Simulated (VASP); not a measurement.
## Lu: single point with PBEsol

The system is Lu.

```
Lu
1.0
     3.16828    0.00000    0.00000
     0.00000    3.16828    0.00000
     0.00000    0.00000    3.16828
Lu
1
Direct
  0.00000 0.00000 0.00000
```

This isn't the form of Lu at room conditions, which is hcp.

| Quantity | Value |
| --- | --- |
| Program | VASP 6.6.1 |
| Task | single point |
| Functional | PBEsol |
| Potentials or basis | VASP PAW PBE potentials, release 64 (Lu) |
| Cutoff | 520 eV |
| k mesh | 11 × 11 × 11 |
| Occupations | fermi-dirac, width 0.1 eV |
| Spin | no spin polarisation |
| Dipole correction | no |
| Further INCAR settings | ALGO = Normal; EDIFF = 1e-06; NBANDS = 18 |

* Pressure: -1.0 GPa
* Band gap on the k mesh: zero (an odd number of electrons rules out a gap without spin polarisation)

Levels at points of the mesh, in eV from the Fermi level:
| k point | band 8 | band 9 | band 10 | band 11 | band 12 | band 13 | band 14 | band 15 | band 16 | band 17 |
| --- | --- | --- | --- | --- | --- | --- | --- | --- | --- | --- |
| (0.00, 0.00, 0.00) | -5.32 | -5.29 | -5.29 | -5.29 | -5.25 | -0.43 | -0.43 | 6.22 | 6.22 | 6.22 |

Run time: 12 s on 1 thread of AMD EPYC 9R45 96-Core Processor (Zen 5), with other jobs on the host, peak memory 0.14 GiB.

Caveat: the PAW data sets were made with another functional, which shifts forces and pressure a little; spin-orbit coupling is left out, which moves the levels of the heavy elements.
